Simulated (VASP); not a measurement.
# Rh (I4/mmm) in VASP: further runs, part 2 of 2

VASP 6.6.1. The steps go on from the part before.

## (3) Single point, LDA (11.11 Å³/atom)

The input, INCAR:

```
SYSTEM = Rh
PREC     = Accurate       ! precision mode
ENCUT    = 520            ! plane-wave cutoff, eV
EDIFF    = 1E-7           ! SCF threshold, eV
ISMEAR   = 0              ! smearing method
SIGMA    = 0.15           ! smearing width, eV
LREAL    = .FALSE.        ! projectors in reciprocal space
LASPH    = .TRUE.         ! aspherical terms in the spheres
NELM     = 80             ! most SCF steps
ALGO     = Normal         ! electronic algorithm
ISIF     = 2              ! what is computed and relaxed
LWAVE    = .FALSE.        ! write WAVECAR
LCHARG   = .TRUE.         ! write CHGCAR
GGA      = CA             ! functional
LELF     = .TRUE.         ! ELF
LVHAR    = .TRUE.       
NBANDS   = 14             ! bands
```

The input, KPOINTS:

```
regular mesh
0
G
  22 22 22
  0 0 0
```

The input, POSCAR:

```
Rh
1.0
    0.0000000000      1.8172078317      1.6821892898
    1.8172078317      0.0000000000      1.6821892898
    1.8172078317      1.8172078317      0.0000000000
Rh
1
Direct
    0.0000000000      0.0000000000      0.0000000000
```

Potentials or basis: VASP PAW LDA potentials, release 64 (Rh_pv).

Run with:

```bash
$ cat potpaw_LDA.64/Rh_pv/POTCAR > POTCAR
$ mpirun -np 1 vasp_std > vasp.out
```

OUTCAR:

```text
SYSTEM = Rh
   PREC = Accurate
   ENCUT = 520
   EDIFF = 1E-7
   ISMEAR = 0
   LREAL = .FALSE.
   LASPH = .TRUE.
   NELM = 80
   ISIF = 2
   GGA = CA

 ion  position               nearest neighbor table
   1  0.000  0.000  0.000-

  LATTYP: Found a body centered tetragonal cell.
 ALAT       =     2.5699199612
 C/A-ratio  =     1.3091374947

  Lattice vectors:

 A1 = (   0.0000000000,  -1.8172078317,  -1.6821892898)
 A2 = (   0.0000000000,   1.8172078317,  -1.6821892898)
 A3 = (   1.8172078317,   0.0000000000,   1.6821892898)

Analysis of symmetry for initial positions (statically):
=====================================================================
 Subroutine PRICEL returns:
 Original cell was already a primitive cell.

 Routine SETGRP: Setting up the symmetry group for a
 body centered tetragonal supercell.

 Subroutine GETGRP returns: Found 16 space group operations
 (whereof 16 operations were pure point group operations)
 out of a pool of 16 trial point group operations.

The static configuration has the point symmetry D_4h.

Analysis of symmetry for dynamics (positions and initial velocities):
=====================================================================
 Subroutine PRICEL returns:
 Original cell was already a primitive cell.

 Routine SETGRP: Setting up the symmetry group for a
 body centered tetragonal supercell.

 Subroutine GETGRP returns: Found 16 space group operations
 (whereof 16 operations were pure point group operations)
 out of a pool of 16 trial point group operations.

The dynamic configuration has the point symmetry D_4h.

 Subroutine INISYM returns: Found 16 space group operations
 (whereof 16 operations are pure point group operations),
 and found     1 'primitive' translations

----------------------------------------------------------------------------------------

                                     Primitive cell

  volume of cell :      11.1100

[... 112 lines left out ...]
   LHFCALC =     F    Hartree Fock is set to
   AEXX    =    0.0000 exact exchange contribution
   IVDW    =     0    specifies the selected vdW correction
   LEPSILON=     F    determine dielectric tensor
   LRPA    =     F    only Hartree local field effects (RPA)
 non-spin polarized calculation
 Gauss-broadening in eV      SIGMA  =   0.15
  energy-cutoff  :      520.00
  volume of cell :       11.11
 maximum number of plane-waves:       311
   NGX =  9   NGY =  9   NGZ =  9

 number of electron      15.0000001 magnetization

 Free energy of the ion-electron system (eV)
  ---------------------------------------------------
  ext. energy  EPLUGINS =         0.00000000
  ---------------------------------------------------
  free energy    TOTEN  =        -8.13973920 eV

  energy without entropy =       -8.12930356  energy(sigma->0) =       -8.13452138

 E-fermi :  16.1068     XC(G=0): -15.7482

 val. band max:       16.1055493178   @ k =  -0.4545   0.1364   0.2727
 cond. band min:      16.1086011912   @ k =  -0.2727   0.1364   0.0909
 fundamental gap:      0.0030518735
 Fermi energy:        16.1067637518

 k-point     1 :       0.0000    0.0000    0.0000
  band No.  band energies     occupation
      1     -30.4245      2.00000
      2     -30.4245      2.00000
      3     -30.3677      2.00000
      4       6.4764      2.00000
      5      11.5145      2.00000
      6      11.5145      2.00000
      7      12.5506      2.00000
      8      14.0545      2.00000
      9      15.3690      2.00000
     10      31.7440      0.00000
     11      35.9229      0.00000
     12      37.2706      0.00000
     13      37.2706      0.00000
     14      40.6845      0.00000
[... 377 lines left out ...]
      1     -31.9082      2.00000
      2     -30.7067      2.00000
      3     -30.5375      2.00000
      4       8.0262      2.00000
      5      11.2012      2.00000
      6      12.2223      2.00000
      7      15.5728      2.00000
      8      17.1293      0.00000
      9      17.7243      0.00000
     10      27.4682      0.00000
     11      31.4832      0.00000
     12      35.9258      0.00000
     13      38.8542      0.00000
     14      39.5584      0.00000

 [... further k-points ...]

------------------------ aborting loop because EDIFF is reached ----------------------------------------

  FORCE on cell =-STRESS in cart. coord.  units (eV):
  Direction    XX          YY          ZZ          XY          YZ          ZX
  --------------------------------------------------------------------------------------
  -------------------------------------------------------------------------------------
  Total        5.4455747      5.4455747      7.5461639      0.0000000      0.0000000      0.0000000
  in kB      785.3084042    785.3084042   1088.2351664      0.0000000      0.0000000      0.0000000
  external PRESSURE =     886.2839916 kB  Pullay stress =       0.0000000 kB

 VOLUME and BASIS-vectors are now :
 -----------------------------------------------------------------------------
  energy-cutoff  :      520.00
  volume of cell :       11.11
      direct lattice vectors                 reciprocal lattice vectors
     0.000000000  1.817207832  1.682189290    -0.275147394  0.275147394  0.297231711
     1.817207832  0.000000000  1.682189290     0.275147394 -0.275147394  0.297231711
     1.817207832  1.817207832  0.000000000     0.275147394  0.275147394 -0.297231711

 POSITION                                       TOTAL-FORCE (eV/Angst)
 -----------------------------------------------------------------------------------
      0.00000      0.00000      0.00000         0.000000     -0.000000      0.000000
 -----------------------------------------------------------------------------------
    total drift:                                0.000000     -0.000000      0.000000

  FREE ENERGIE OF THE ION-ELECTRON SYSTEM (eV)
  ---------------------------------------------------
  free  energy   TOTEN  =        -8.1397391981 eV

  energy  without entropy=       -8.1293035646  energy(sigma->0) =       -8.13452138
```

OSZICAR:

```text
N       E                     dE             d eps       ncg     rms          rms(c)
DAV:   1     0.117644102294E+03    0.11764E+03   -0.86557E+03 23572   0.119E+03
DAV:   2    -0.712693730499E+01   -0.12477E+03   -0.11934E+03 26238   0.350E+02
DAV:   3    -0.861312962587E+01   -0.14862E+01   -0.14842E+01 26694   0.416E+01
DAV:   4    -0.861763417303E+01   -0.45045E-02   -0.45045E-02 25938   0.234E+00
DAV:   5    -0.861766492148E+01   -0.30748E-04   -0.30747E-04 26364   0.170E-01    0.187E+01
DAV:   6    -0.818861148172E+01    0.42905E+00   -0.52735E-01 24330   0.106E+01    0.806E+00
DAV:   7    -0.814549501723E+01    0.43116E-01   -0.38068E-02 26742   0.266E+00    0.263E+00
DAV:   8    -0.813994139612E+01    0.55536E-02   -0.77887E-03 24234   0.132E+00    0.363E-01
DAV:   9    -0.813973180980E+01    0.20959E-03   -0.19085E-04 24342   0.205E-01    0.507E-02
DAV:  10    -0.813973924890E+01   -0.74391E-05   -0.34632E-06 26508   0.226E-02    0.338E-03
DAV:  11    -0.813973919813E+01    0.50771E-07   -0.20865E-07 23116   0.648E-03
   1 F= -.81397392E+01 E0= -.81345214E+01  d E =-.104356E-01
```

It took 44 s on 1 thread of AMD EPYC 9R45 (Zen 5), shared host; peak memory 0.19 GiB.

Results:

| Property | Result |
| --- | --- |
| Free energy | -8.1397 eV |
| Pressure | 88.6 GPa |
| Band gap on the k mesh | zero (an odd number of electrons rules out a gap without spin polarisation) |

Stress tensor (GPa, compression positive):
```
 78.53   0.00   0.00
  0.00  78.53   0.00
  0.00   0.00 108.82
```

Levels at points of the mesh, in eV from the Fermi level:
```
           k point  band 3  band 4  band 5  band 6  band 7  band 8  band 9  band 10  band 11  band 12
(0.00, 0.00, 0.00)  -46.47   -9.63   -4.59   -4.59   -3.56   -2.05   -0.74    15.64    19.82    21.16
(0.50, 0.00, 0.00)  -46.62   -8.18   -5.00   -3.77    0.55    0.60    1.19    11.20    15.09    19.82
(0.50, 0.50, 0.00)  -47.21   -8.72   -8.31    0.82    1.51    1.51    5.00    13.55    13.55    17.01
(0.50, 0.00, 0.50)  -46.91   -8.62   -8.10    0.79    0.95    1.88    3.03    14.29    14.53    15.83
```

Caveat: the stress differs along the axes, from 79 to 109 GPa.

## (4) Single point, LDA (11.82 Å³/atom)

This run uses another cell than the first one, of 11.82 Å³/atom.

The input, INCAR:

```
SYSTEM = Rh
  ALGO = Fast
  EDIFF = 1E-6
  ENCUT = 520
  GGA = CA
  ISIF = 2
  ISMEAR = 0
  LASPH = .TRUE.
  LCHARG = .TRUE.
  LELF = .TRUE.
  LREAL = .FALSE.
  LVHAR = .TRUE.
  LWAVE = .FALSE.
  NBANDS = 14
  NELM = 60
  PREC = Accurate
  SIGMA = 0.15
```

The input, KPOINTS:

```
k-points
0
G
  22 22 22
  0 0 0
```

The input, POSCAR:

```
Rh
1.0
    0.0000000000      1.7170774188      2.0038293477
    1.7170774188      0.0000000000      2.0038293477
    1.7170774188      1.7170774188      0.0000000000
Rh
1
Direct
    0.0000000000      0.0000000000      0.0000000000
```

Run with:

```bash
$ cat potpaw_LDA.64/Rh_pv/POTCAR > POTCAR
$ mpirun -np 1 vasp_std > vasp.out
```

It took 62 s on 1 thread of AMD EPYC 9R45 (Zen 5), shared host; peak memory 0.2 GiB.

Results (log left out):

- Free energy: -8.2628 eV
- Pressure: 54.7 GPa
- Band gap on the k mesh: zero (an odd number of electrons rules out a gap without spin polarisation)

Stress tensor (GPa, compression positive):
```
74.38  0.00  0.00
 0.00 74.38  0.00
 0.00  0.00 15.28
```

Levels at points of the mesh, in eV from the Fermi level:
| k point | band 3 | band 4 | band 5 | band 6 | band 7 | band 8 | band 9 | band 10 | band 11 | band 12 |
| --- | --- | --- | --- | --- | --- | --- | --- | --- | --- | --- |
| (0.00, 0.00, 0.00) | -46.32 | -9.13 | -5.25 | -2.98 | -2.98 | -2.73 | 0.03 | 16.16 | 18.73 | 20.06 |
| (0.50, 0.00, 0.00) | -46.35 | -7.53 | -4.91 | -2.94 | 0.40 | 0.69 | 1.18 | 10.55 | 14.92 | 20.06 |
| (0.50, 0.50, 0.00) | -46.58 | -7.75 | -7.46 | 1.05 | 1.20 | 1.20 | 1.28 | 11.38 | 16.21 | 16.21 |
| (0.50, 0.00, 0.50) | -46.72 | -8.00 | -7.32 | 0.22 | 0.47 | 2.42 | 4.81 | 12.27 | 14.62 | 15.98 |

Caveat: the stress differs along the axes, from 15 to 74 GPa.

## (5) Overview

```csv
cell,gap on the mesh (eV),pressure (GPa)
"a = 2.442, b = 2.442, c = 2.706 Å, angles 56.4, 56.4, 67.3°, 1 atom",none,95.1
"a = 2.476, b = 2.476, c = 2.570 Å, angles 58.7, 58.7, 62.5°, 1 atom",none,88.6
"a = 2.639, b = 2.639, c = 2.428 Å, angles 62.6, 62.6, 54.8°, 1 atom",none,54.7
```

Alike in all rows: task single point; level LDA; potentials or basis VASP PAW LDA potentials, release 64 (Rh_pv); no spin polarisation; k mesh 22 × 22 × 22; cutoff (eV) 520; smearing gaussian 0.15 eV.

Caveats: the stress differs along the axes, from 79 to 127 GPa (at least some runs); the stress differs along the axes, from 79 to 109 GPa (at least some runs); the stress differs along the axes, from 15 to 74 GPa (at least some runs).

Absolute energies hang on the potentials; compare differences alone.
